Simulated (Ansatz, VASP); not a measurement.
# Se in VASP and in Ansatz

```
Se
1.0
     0.00000    3.16423    3.16423
     3.16423    0.00000    3.16423
     3.16423    3.16423    0.00000
Se
2
Direct
  0.12500 0.12500 0.12500
  0.87500 0.87500 0.87500
```

Alike in both runs: task single point; functional LDA; k mesh 10 × 10 × 10; occupations fermi-dirac, width 0.1 eV; no spin polarisation.

```csv
,VASP,Ansatz
version,VASP 6.6.1,Ansatz 0.2.0
potentials or method,"VASP PAW LDA potentials, release 64 (Se), cutoff 520 eV","plane waves (420 eV) with PAW, scalar-relativistic"
valence electrons in the cell,12,32
```

Ansatz gave:

- pressure (GPa): -3.1

Which values does VASP return?

Pressure (GPa): -3.0.

Ansatz warns that its potentials were made for another functional, while VASP's fit it. LDA's correlation is that of Perdew and Zunger in VASP and of Perdew and Wang (1992) in Ansatz. VASP's potentials hold 12 valence electrons a cell and Ansatz's 32, so a difference there can come from the potentials and not from the codes.
